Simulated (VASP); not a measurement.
A run of VASP 6.6.1:

Contents of POSCAR:

```
CdS
1.0
    0.0000000000      2.6697271560      2.6697271560
    2.6697271560      0.0000000000      2.6697271560
    2.6697271560      2.6697271560      0.0000000000
Cd S
1 1
Direct
    0.0000000000      0.0000000000      0.0000000000
    0.5000000000      0.5000000000      0.5000000000
```

Contents of INCAR.step1:

```
SYSTEM = CdS
PREC     = Accurate       ! precision mode
ENCUT    = 520            ! plane-wave cutoff, eV
EDIFF    = 1E-6           ! SCF threshold, eV
ISMEAR   = -1             ! smearing method
SIGMA    = 0.05           ! smearing width, eV
LREAL    = .FALSE.        ! projectors in reciprocal space
LASPH    = .TRUE.         ! aspherical terms in the spheres
NELM     = 60             ! most SCF steps
ALGO     = Normal         ! electronic algorithm
ISIF     = 2              ! what is computed and relaxed
LWAVE    = .FALSE.        ! write WAVECAR
LCHARG   = .TRUE.         ! write CHGCAR
GGA      = CA             ! functional
NBANDS   = 16             ! bands
```

File KPOINTS.step1:

```
Automatic mesh
0
G
  14 14 14
  0 0 0
```

Contents of INCAR.step2:

```
SYSTEM = CdS
PREC     = Accurate       ! precision mode
ENCUT    = 520            ! plane-wave cutoff, eV
EDIFF    = 1E-6           ! SCF threshold, eV
ISMEAR   = -5             ! smearing method
SIGMA    = 0.05           ! smearing width, eV
LREAL    = .FALSE.        ! projectors in reciprocal space
LASPH    = .TRUE.         ! aspherical terms in the spheres
NELM     = 60             ! most SCF steps
ALGO     = Normal         ! electronic algorithm
ISIF     = 2              ! what is computed and relaxed
LWAVE    = .FALSE.        ! write WAVECAR
LCHARG   = .FALSE.        ! write CHGCAR
GGA      = CA             ! functional
LORBIT   = 11             ! projections on sites
NEDOS    = 2001           ! points of the DOS
ICHARG   = 11             ! starting density
```

File KPOINTS.step2:

```
Automatic mesh
0
G
  21 21 21
  0 0 0
```

Potentials or basis: VASP PAW LDA potentials, release 64 (Cd, S).

Command:

```sh
$ cat potpaw_LDA.64/Cd/POTCAR potpaw_LDA.64/S/POTCAR > POTCAR
$ cp INCAR.step1 INCAR
$ cp KPOINTS.step1 KPOINTS
$ mpirun -np 1 vasp_std > vasp.out
$ cp INCAR.step2 INCAR
$ cp KPOINTS.step2 KPOINTS
$ mpirun -np 1 vasp_std > vasp.out
```

Hardware: 1 thread of Intel Xeon 8259CL, on a shared host.

Task: How long does it take, and how much memory?

Result: Wall time 2.9 min on 1 thread of Intel Xeon 8259CL, with other jobs on the host, peak memory 0.26 GiB. Counts: k points 286.
